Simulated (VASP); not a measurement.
# LiCl (I4/mmm) in VASP: further runs, part 2 of 2

VASP 6.6.1. Earlier steps stand in the parts before.

### 3 Single point, PBE (strain -0.025 along x and y, +0.000 along z)

Contents of INCAR:

```
SYSTEM = LiCl
PREC     = Accurate       ! precision mode
ENCUT    = 520            ! plane-wave cutoff, eV
EDIFF    = 1E-6           ! SCF threshold, eV
ISMEAR   = 0              ! smearing method
SIGMA    = 0.05           ! smearing width, eV
LREAL    = .FALSE.        ! projectors in reciprocal space
LASPH    = .TRUE.         ! aspherical terms in the spheres
NELM     = 60             ! most SCF steps
ALGO     = Normal         ! electronic algorithm
ISIF     = 2              ! what is computed and relaxed
LWAVE    = .FALSE.        ! write WAVECAR
LCHARG   = .FALSE.        ! write CHGCAR
GGA      = PE             ! functional
NBANDS   = 12             ! bands
```

Contents of KPOINTS:

```
Automatic mesh
0
G
  8 8 8
  0 0 0
```

Contents of POSCAR:

```
LiCl
1.0
    0.0000000000      2.5006410000      2.5647600000
    2.5006410000      0.0000000000      2.5647600000
    2.5006410000      2.5006410000      0.0000000000
Li Cl
1 1
Direct
    0.0000000000      0.0000000000      0.0000000000
    0.5000000000      0.5000000000      0.5000000000
```

Potentials or basis: VASP PAW PBE potentials, release 64 (Li_sv, Cl).

On the command line:

```bash
$ cat potpaw_PBE.64/Li_sv/POTCAR potpaw_PBE.64/Cl/POTCAR > POTCAR
$ mpirun -np 1 vasp_std > vasp.out
```

It took 27 s on 1 thread of Intel Xeon Platinum 8259CL at 2.50GHz (Skylake/Cascade Lake), shared host; peak memory 0.16 GiB.

It converged, with:

```yaml
Free_energy: -7.3705 eV
Band_gap_on_the_k_mesh: 6.60 eV
```

Levels at points of the mesh, in eV from the valence-band top:
```tsv
k point	band 2	band 3	band 4	band 5	band 6	band 7	band 8	band 9
(0.00, 0.00, 0.00)	-13.63	-0.07	-0.07	0.00	6.60	11.79	12.01	12.01
(0.50, 0.00, 0.00)	-12.99	-3.07	-0.36	-0.29	6.76	9.38	9.58	13.47
(0.50, 0.50, 0.00)	-12.74	-3.18	-1.18	-1.18	8.01	8.25	12.60	14.60
(0.50, 0.00, 0.50)	-12.69	-3.17	-1.36	-1.18	7.94	8.13	12.96	14.14
```

Caveat: the cell differs from its parent crystal (strain -0.025 along x and y, +0.000 along z); the cutoff is under 1.25 times the usual one of these potentials, so pressure, stress and relaxed cells hold a basis-set (Pulay) error.

### 4 Single point, PBE (strain +0.000 along x and y, -0.025 along z)

Contents of INCAR:

```
SYSTEM = LiCl
  ALGO = Normal
  EDIFF = 1E-6
  ENCUT = 520
  GGA = PE
  ISIF = 2
  ISMEAR = 0
  LASPH = .TRUE.
  LCHARG = .TRUE.
  LELF = .TRUE.
  LREAL = .FALSE.
  LVHAR = .TRUE.
  LWAVE = .FALSE.
  NBANDS = 12
  NELM = 60
  PREC = Accurate
  SIGMA = 0.05
```

Contents of KPOINTS:

```
k-points
0
G
  8 8 8
  0 0 0
```

Contents of POSCAR:

```
LiCl
1.0
    0.0000000000      2.5647600000      2.5006410000
    2.5647600000      0.0000000000      2.5006410000
    2.5647600000      2.5647600000      0.0000000000
Li Cl
1 1
Direct
    0.0000000000      0.0000000000      0.0000000000
    0.5000000000      0.5000000000      0.5000000000
```

Potentials or basis: VASP PAW PBE potentials, release 64 (Li_sv, Cl).

On the command line:

```bash
$ cat potpaw_PBE.64/Li_sv/POTCAR potpaw_PBE.64/Cl/POTCAR > POTCAR
$ mpirun -np 1 vasp_std > vasp.out
```

OUTCAR:

```text
SYSTEM = LiCl
   EDIFF = 1E-6
   ENCUT = 520
   GGA = PE
   ISIF = 2
   ISMEAR = 0
   LASPH = .TRUE.
   LREAL = .FALSE.
   NELM = 60
   PREC = Accurate

 ion  position               nearest neighbor table
   1  0.000  0.000  0.000-   2 2.50   2 2.50   2 2.56   2 2.56   2 2.56   2 2.56
   2  0.500  0.500  0.500-   1 2.50   1 2.50   1 2.56   1 2.56   1 2.56   1 2.56

  LATTYP: Found a body centered tetragonal cell.
 ALAT       =     3.6271183762
 C/A-ratio  =     1.3788582233

  Lattice vectors:

[... 547 lines left out ...]
------------------------ aborting loop because EDIFF is reached ----------------------------------------

  FORCE on cell =-STRESS in cart. coord.  units (eV):
  Direction    XX          YY          ZZ          XY          YZ          ZX
  --------------------------------------------------------------------------------------
  -------------------------------------------------------------------------------------
  Total        0.1836115      0.1836115      0.3924376      0.0000000      0.0000000      0.0000000
  in kB        8.9420197      8.9420197     19.1120090      0.0000000      0.0000000      0.0000000
  external PRESSURE =      12.3320161 kB  Pullay stress =       0.0000000 kB

 VOLUME and BASIS-vectors are now :
 -----------------------------------------------------------------------------
  energy-cutoff  :      520.00
  volume of cell :       32.90
      direct lattice vectors                 reciprocal lattice vectors
     0.000000000  2.564760000  2.500641000    -0.194950015  0.194950015  0.199948733
     2.564760000  0.000000000  2.500641000     0.194950015 -0.194950015  0.199948733
     2.564760000  2.564760000  0.000000000     0.194950015  0.194950015 -0.199948733

 POSITION                                       TOTAL-FORCE (eV/Angst)
 -----------------------------------------------------------------------------------
      0.00000      0.00000      0.00000        -0.000000      0.000000      0.000000
      2.56476      2.56476      2.50064         0.000000     -0.000000      0.000000
 -----------------------------------------------------------------------------------
    total drift:                                0.000000      0.000000      0.000000

  FREE ENERGIE OF THE ION-ELECTRON SYSTEM (eV)
  ---------------------------------------------------
  free  energy   TOTEN  =        -7.3797098766 eV

  energy  without entropy=       -7.3797098766  energy(sigma->0) =       -7.37970988
```

stdout:

```text
POSCAR found type information on POSCAR LiCl
 POSCAR found :  2 types and       2 ions
 scaLAPACK will be used
 LDA part: xc-table for (Slater+PW92), standard interpolation
 POSCAR, INCAR and KPOINTS ok, starting setup
 FFT: planning ... GRIDC
 FFT: planning ... GRID_SOFT
 FFT: planning ... GRID
 WAVECAR not read
 entering main loop
```

Run time: 32 s. Hardware: 1 thread of Intel Xeon Platinum 8259CL at 2.50GHz (Skylake/Cascade Lake), shared host; peak memory 0.15 GiB.

Results:

- Free energy: -7.3797 eV
- Band gap on the k mesh: 6.46 eV

Caveat: the cell differs from its parent crystal (strain +0.000 along x and y, -0.025 along z); the cutoff is under 1.25 times the usual one of these potentials, so pressure, stress and relaxed cells hold a basis-set (Pulay) error. A k mesh can miss the band edges.

### 5 Overview

| cell | gap on the mesh (eV) |
| --- | --- |
| a = 3.491, b = 3.491, c = 3.536 Å, angles 59.6, 59.6, 60.9°, 2 atoms | 6.83 |
| a = 3.582, b = 3.582, c = 3.536 Å, angles 60.4, 60.4, 59.2°, 2 atoms | 6.60 |
| a = 3.582, b = 3.582, c = 3.627 Å, angles 59.6, 59.6, 60.8°, 2 atoms | 6.46 |

Alike in all rows: task single point; level PBE; potentials or basis VASP PAW PBE potentials, release 64 (Li_sv, Cl); no spin polarisation; k mesh 8 × 8 × 8; cutoff (eV) 520; smearing gaussian 0.05 eV.

Caveats: the cutoff is under 1.25 times the usual one of these potentials, so pressure, stress and relaxed cells hold a basis-set (Pulay) error.

Total energies depend on the potentials used, so only differences within one code and one set of settings carry meaning.
